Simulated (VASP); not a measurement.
# Cu (Cmcm) in VASP: further runs

The runs below take Cu through single point, with PBEsol.

Everything below comes from runs of VASP 6.6.1. Logs are shortened: lines on timing, memory, paths and dates and some standing lists are left out, and cuts for length are marked.

**1. The cell of the first run**

It takes space group Cmcm (No. 63, orthorhombic). Conventional cell: a = 2.506 Å, b = 8.177 Å, c = 2.342 Å, α = 90.00°, β = 90.00°, γ = 90.00°. Within 3.1 Å of Cu (site symmetry m2m) lie 10 Cu at 2.34 to 2.56 Å.

**2. Single point, PBEsol**

File INCAR:

```
  ALGO = Fast
  EDIFF = 1E-6
  ENCUT = 520
  GGA = PS
  ISIF = 2
  ISMEAR = 0
  LASPH = True
  LCHARG = True
  LELF = True
  LREAL = False
  LVHAR = True
  LWAVE = False
  NBANDS = 18
  NELM = 80
  PREC = Accurate
  SIGMA = 0.15
```

File KPOINTS:

```
k-points
0
Gamma
  22 22 22
```

File POSCAR:

```
Cu
1.0
    1.2528045328     -4.0884471456      0.0000000000
    1.2528045328      4.0884471456      0.0000000000
    0.0000000000      0.0000000000      2.3416430667
Cu
2
Direct
    0.1338666500      0.8661333500      0.2500000000
    0.8661333500      0.1338666500      0.7500000000
```

Potentials or basis: VASP PAW PBE potentials, release 64 (Cu).

Run with:

```sh
cat potpaw_PBE.64/Cu/POTCAR > POTCAR
mpirun -np 1 vasp_std > vasp.out
```

OUTCAR:

```text
EDIFF = 1E-6
   ENCUT = 520
   GGA = PS
   ISIF = 2
   ISMEAR = 0
   LASPH = True
   LREAL = False
   NELM = 80
   PREC = Accurate

 ion  position               nearest neighbor table
   1  0.134  0.866  0.250-   2 2.48   2 2.48   2 2.56   2 2.56   2 2.56   2 2.56
   2  0.866  0.134  0.750-   1 2.48   1 2.48   1 2.56   1 2.56   1 2.56   1 2.56

  LATTYP: Found a base centered orthorhombic cell.
 ALAT       =     2.5056090656
 B/A-ratio  =     3.2634357863
 C/A-ratio  =     0.9345604224

  Lattice vectors:

 A1 = (   1.2528045328,  -4.0884471456,   0.0000000000)
 A2 = (   1.2528045328,   4.0884471456,   0.0000000000)
 A3 = (   0.0000000000,   0.0000000000,   2.3416430667)

Analysis of symmetry for initial positions (statically):
=====================================================================
 Subroutine PRICEL returns:
 Original cell was already a primitive cell.

 Routine SETGRP: Setting up the symmetry group for a
 base centered orthorhombic supercell.

 Subroutine GETGRP returns: Found  8 space group operations
 (whereof  4 operations were pure point group operations)
 out of a pool of  8 trial point group operations.

The static configuration has the point symmetry C_2h.
 The point group associated with its full space group is D_2h.

Analysis of symmetry for dynamics (positions and initial velocities):
=====================================================================
 Subroutine PRICEL returns:
 Original cell was already a primitive cell.

 Routine SETGRP: Setting up the symmetry group for a
 base centered orthorhombic supercell.

 Subroutine GETGRP returns: Found  8 space group operations
 (whereof  4 operations were pure point group operations)
 out of a pool of  8 trial point group operations.

The dynamic configuration has the point symmetry C_2h.
 The point group associated with its full space group is D_2h.

 Subroutine INISYM returns: Found  8 space group operations
 (whereof  4 operations are pure point group operations),
 and found     1 'primitive' translations

----------------------------------------------------------------------------------------

                                     Primitive cell

  volume of cell :      23.9879

  direct lattice vectors                    reciprocal lattice vectors
     1.252804533 -4.088447146  0.000000000     0.399104559 -0.122295821  0.000000000
     1.252804533  4.088447146  0.000000000     0.399104559  0.122295821  0.000000000
     0.000000000  0.000000000  2.341643067     0.000000000  0.000000000  0.427050567

  length of vectors
     4.276086910  4.276086910  2.341643067     0.417421509  0.417421509  0.427050567

  position of ions in fractional coordinates (direct lattice)
     0.133866650  0.866133350  0.250000000
     0.866133350  0.133866650  0.750000000

  ion indices of the primitive-cell ions
   primitive index   ion index
                 1           1
                 2           2

----------------------------------------------------------------------------------------

 KPOINTS: k-points

Automatic generation of k-mesh.
 Grid dimensions read from file:
 generate k-points for:   22   22   22

 Generating k-lattice:

  Cartesian coordinates                     Fractional coordinates (reciprocal lattice)
     0.018141116 -0.005558901  0.000000000     0.045454545  0.000000000  0.000000000
     0.018141116  0.005558901  0.000000000     0.000000000  0.045454545  0.000000000
     0.000000000  0.000000000  0.019411389     0.000000000  0.000000000  0.045454545

  Length of vectors
     0.018973705  0.018973705  0.019411389

  Shift w.r.t. Gamma in fractional coordinates (k-lattice)
     0.000000000  0.000000000  0.000000000

 Subroutine IBZKPT returns following result:
 ===========================================

 Found   1596 irreducible k-points:

 Following reciprocal coordinates:
            Coordinates               Weight
  0.000000  0.000000  0.000000      1.000000
  0.045455 -0.000000  0.000000      4.000000
  0.090909 -0.000000  0.000000      4.000000
  0.136364 -0.000000  0.000000      4.000000
  0.181818 -0.000000  0.000000      4.000000
  0.227273 -0.000000  0.000000      4.000000
[... 16 lines left out ...]
  0.500000  0.045455  0.000000      4.000000
 -0.454545  0.045455  0.000000      4.000000
 [... further k-points ...]
   k-points           NKPTS =   1596   k-points in BZ     NKDIM =   1596   number of bands    NBANDS=     18
   number of dos      NEDOS =    301   number of ions     NIONS =      2
   total plane-waves  NPLWV =  18432
   dimension x,y,z NGX =    32 NGY =   32 NGZ =   18
   dimension x,y,z NGXF=    64 NGYF=   64 NGZF=   36
   ions per type =               2
   NGX,Y,Z   is equivalent  to a cutoff of  12.44, 12.44, 12.78 a.u.
   NGXF,Y,Z  is equivalent  to a cutoff of  24.88, 24.88, 25.56 a.u.
 SYSTEM =  unknown system
   PREC   = accura    normal or accurate (medium, high low for compatibility)
   ISTART =      0    job   : 0-new  1-cont  2-samecut
   ICHARG =      2    charge: 1-file 2-atom 10-const
   ISPIN  =      1    spin polarized calculation?
   LNONCOLLINEAR =      F non collinear calculations
   LSORBIT =      F    spin-orbit coupling
   LASPH  =      T    aspherical Exc in radial PAW
   ENCUT  =  520.0 eV  38.22 Ry    6.18 a.u.   7.95  7.95  4.35*2*pi/ulx,y,z
   NELM   =     80;   NELMIN=  2; NELMDL= -5     # of ELM steps
   EDIFF  = 0.1E-05   stopping-criterion for ELM
   LREAL  =      F    real-space projection
[... 7 lines left out ...]
   TEBEG  =    0.0;   TEEND  =   0.0 temperature during run
   PSTRESS=    0.0 pullay stress
   NELECT =      22.0000    total number of electrons
   NUPDOWN=      -1.0000    fix difference up-down
   EMIN   =  10.00;   EMAX   =-10.00  energy-range for DOS
   EFERMI =   0.00;   METHOD = LEGACY
   ISMEAR =     0;   SIGMA  =   0.15  broadening in eV -4-tet -1-fermi 0-gaus
   EFERMI_NEDOS =   21; number of points for ismear=-14 and -15
   IALGO  =     68    algorithm
   IMIX   =      4    mixing-type and parameters
     AMIX     =   0.40;   BMIX     =  1.00
     AMIX_MAG =   1.60;   BMIX_MAG =  1.00
  volume/ion in A,a.u.               =      11.99        80.94
  Fermi-wavevector in a.u.,A,eV,Ry     =   1.590566  3.005733 34.421366  2.529899
  Thomas-Fermi vector in A             =   2.689241
   LORBIT       =      0    0 simple, 1 ext, 2 COOP (PROOUT), +10 PAW based schemes
   GGA     = PS    functional components
   LHFCALC =     F    Hartree Fock is set to
   AEXX    =    0.0000 exact exchange contribution
   IVDW    =     0    specifies the selected vdW correction
   LEPSILON=     F    determine dielectric tensor
   LRPA    =     F    only Hartree local field effects (RPA)
 non-spin polarized calculation
 RMM-DIIS sequential band-by-band and
 Gauss-broadening in eV      SIGMA  =   0.15
  energy-cutoff  :      520.00
  volume of cell :       23.99
 maximum number of plane-waves:       664
   NGX = 15   NGY = 15   NGZ =  9

 number of electron      21.9999985 magnetization

 Free energy of the ion-electron system (eV)
  ---------------------------------------------------
  ext. energy  EPLUGINS =         0.00000000
  ---------------------------------------------------
  free energy    TOTEN  =        -8.22599059 eV

  energy without entropy =       -8.21970236  energy(sigma->0) =       -8.22284647

 E-fermi :   7.1987     XC(G=0): -12.7755

 val. band max:        7.1960030194   @ k =   0.4091   0.3182   0.2727
 cond. band min:       7.2011328417   @ k =  -0.4091   0.0455   0.3636
 fundamental gap:      0.0051298223
 Fermi energy:         7.1986676889

 k-point     1 :       0.0000    0.0000    0.0000
  band No.  band energies     occupation
      1      -2.0744      2.00000
      2       2.0965      2.00000
      3       3.0160      2.00000
      4       3.4112      2.00000
      5       4.1489      2.00000
      6       4.5216      2.00000
[... 10 lines left out ...]
     17      27.2450      0.00000
     18      27.5361      0.00000

 k-point     2 :       0.0455   -0.0000    0.0000
  band No.  band energies     occupation
      1      -2.0185      2.00000
      2       2.1156      2.00000
      3       3.0360      2.00000
      4       3.4257      2.00000
      5       4.1523      2.00000
      6       4.5268      2.00000
[... 10 lines left out ...]
     17      28.0009      0.00000
     18      28.6646      0.00000

 k-point     3 :       0.0909   -0.0000    0.0000
  band No.  band energies     occupation
      1      -1.8518      2.00000
      2       2.1696      2.00000
      3       3.0945      2.00000
      4       3.4679      2.00000
      5       4.1635      2.00000
      6       4.5420      2.00000
[... 10 lines left out ...]
     17      29.1480      0.00000
     18      30.5294      0.00000

 k-point     4 :       0.1364   -0.0000    0.0000
  band No.  band energies     occupation
      1      -1.5777      2.00000
      2       2.2504      2.00000
      3       3.1849      2.00000
      4       3.5324      2.00000
      5       4.1868      2.00000
      6       4.3390      2.00000
[... 375 lines left out ...]
      4       3.7414      2.00000
      5       4.1135      2.00000
      6       4.7177      2.00000
[... 10 lines left out ...]
     17      30.5389      0.00000
     18      31.8160      0.00000

 k-point    23 :       0.5000    0.0455    0.0000
  band No.  band energies     occupation
      1       1.8445      2.00000
      2       2.4463      2.00000
      3       3.2374      2.00000
      4       3.7444      2.00000
      5       4.1211      2.00000
      6       4.6855      2.00000
[... 10 lines left out ...]
     17      30.3678      0.00000
     18      31.5190      0.00000

 k-point    24 :      -0.4545    0.0455    0.0000
  band No.  band energies     occupation
      1       1.5383      2.00000
      2       2.4781      2.00000
      3       3.2424      2.00000
      4       3.7547      2.00000
      5       3.9760      2.00000
      6       4.6573      2.00000
[... 10 lines left out ...]
     17      30.2766      0.00000
     18      30.4934      0.00000

 [... further k-points ...]

------------------------ aborting loop because EDIFF is reached ----------------------------------------

  FORCE on cell =-STRESS in cart. coord.  units (eV):
  Direction    XX          YY          ZZ          XY          YZ          ZX
  --------------------------------------------------------------------------------------
  -------------------------------------------------------------------------------------
  Total       -1.1733551     -0.4626463      2.2051357      0.0000000     -0.0000000      0.0000000
  in kB      -78.3696066    -30.9006237    147.2832994      0.0000000     -0.0000000      0.0000000
  external PRESSURE =      12.6710230 kB  Pullay stress =       0.0000000 kB

 VOLUME and BASIS-vectors are now :
 -----------------------------------------------------------------------------
  energy-cutoff  :      520.00
  volume of cell :       23.99
      direct lattice vectors                 reciprocal lattice vectors
     1.252804533 -4.088447146  0.000000000     0.399104559 -0.122295821  0.000000000
     1.252804533  4.088447146  0.000000000     0.399104559  0.122295821  0.000000000
     0.000000000  0.000000000  2.341643067     0.000000000  0.000000000  0.427050567

 POSITION                                       TOTAL-FORCE (eV/Angst)
 -----------------------------------------------------------------------------------
      1.25280      2.99383      0.58541         0.000000     -0.033504     -0.000000
      1.25280     -2.99383      1.75623         0.000000      0.033504      0.000000
 -----------------------------------------------------------------------------------
    total drift:                                0.000000      0.000000      0.000000

  FREE ENERGIE OF THE ION-ELECTRON SYSTEM (eV)
  ---------------------------------------------------
  free  energy   TOTEN  =        -8.2259905856 eV

  energy  without entropy=       -8.2197023628  energy(sigma->0) =       -8.22284647
```

It took 5.4 min on 1 thread of Intel Xeon 6975P-C (Granite Rapids), shared host; peak memory 0.62 GiB.

What came out:

| Quantity | Value |
| --- | --- |
| Free energy | -8.2260 eV |
| Pressure | 1.3 GPa |
| Largest force | 0.034 eV/Å |
| Band gap on the k mesh | zero (bands 11 and 12 overlap by 5.78 eV) |

Forces in eV/Å, atoms in the order of the input:
```
Cu   0.000 -0.034  0.000
Cu   0.000  0.034  0.000
```

Levels at points of the mesh, in eV from the Fermi level:
```
           k point  band 7  band 8  band 9  band 10  band 11  band 12  band 13  band 14  band 15  band 16
(0.00, 0.00, 0.00)   -2.43   -2.09   -1.74    -1.63    -1.43    -0.50     4.20    16.81    17.68    17.72
(0.50, 0.00, 0.00)   -2.47   -2.37   -1.95    -1.60    -0.70     0.87     1.93     6.17    11.74    14.61
(0.50, 0.50, 0.00)   -2.59   -2.10   -2.08    -1.81    -1.56    -1.55    12.47    14.14    14.18    19.42
(0.00, 0.00, 0.50)   -2.89   -2.89   -1.80    -1.80     0.53     0.53     8.46     8.46     9.58     9.58
(0.50, 0.00, 0.50)   -1.83   -1.83   -1.18    -1.18     3.96     3.96     7.74     7.74     9.87     9.87
(0.50, 0.50, 0.50)   -2.03   -2.03   -1.45    -1.45    -0.51    -0.51     4.43     4.43    17.44    17.44
```

Caveat: the PAW data sets were made with another functional, which shifts forces and pressure a little.

**3. Single point, PBEsol**

This run uses another cell than the first one, of the same volume but with other edges.

File INCAR:

```
SYSTEM = Cu
  PREC = Accurate
  ENCUT = 520
  EDIFF = 1E-6
  ISMEAR = 0
  SIGMA = 0.15
  LREAL = .FALSE.
  LASPH = .TRUE.
  NELM = 80
  ALGO = Fast
  ISIF = 2
  LWAVE = .FALSE.
  LCHARG = .FALSE.
  GGA = PS
  NBANDS = 18
```

File KPOINTS:

```
Automatic mesh
0
G
  22 22 22
  0 0 0
```

File POSCAR:

```
Cu
1.0
    1.1803614850     -3.8520339110      0.0000000000
    1.1803614850      3.8520339110      0.0000000000
    0.0000000000      0.0000000000      2.6378935669
Cu
2
Direct
    0.1338666500      0.8661333500      0.2500000000
    0.8661333500      0.1338666500      0.7500000000
```

Potentials or basis: VASP PAW PBE potentials, release 64 (Cu).

Run with:

```sh
cat potpaw_PBE.64/Cu/POTCAR > POTCAR
mpirun -np 1 vasp_std > vasp.out
```

Wall time 7.4 min (1 thread of Intel Xeon 6975P-C (Granite Rapids), shared host); peak memory 0.63 GiB.

The run converged. Its results:

| Property | Result |
| --- | --- |
| Free energy | -8.2335 eV |
| Pressure | 0.6 GPa |
| Largest force | 0.024 eV/Å |
| Band gap on the k mesh | zero (bands 11 and 12 overlap by 5.48 eV) |

Forces on the atoms (eV/Å):
```
Cu   0.000  0.024  0.000
Cu   0.000 -0.024  0.000
```

Stress tensor (GPa, compression positive):
```
 9.98  0.00  0.00
 0.00  0.68  0.00
 0.00  0.00 -8.79
```

Levels at points of the mesh, in eV from the Fermi level:
```
           k point  band 7  band 8  band 9  band 10  band 11  band 12  band 13  band 14  band 15  band 16
(0.00, 0.00, 0.00)   -2.16   -1.90   -1.82    -1.66    -1.37     0.49     5.55    11.74    17.34    20.30
(0.50, 0.00, 0.00)   -2.65   -2.42   -2.23    -1.63    -0.17     1.80     3.27     7.73    14.27    16.95
(0.50, 0.50, 0.00)   -2.50   -2.48   -2.45    -1.94    -1.54    -1.44    14.93    15.00    15.82    16.56
(0.00, 0.00, 0.50)   -2.51   -2.51   -1.55    -1.55    -0.56    -0.56     8.00     8.00     9.42     9.42
(0.50, 0.00, 0.50)   -1.79   -1.79   -1.28    -1.28     3.51     3.51     7.33     7.33     9.59     9.59
(0.50, 0.50, 0.50)   -1.86   -1.86   -1.69    -1.69    -1.37    -1.37     3.03     3.03    18.59    18.59
```

Caveat: the PAW data sets were made with another functional, which shifts forces and pressure a little.
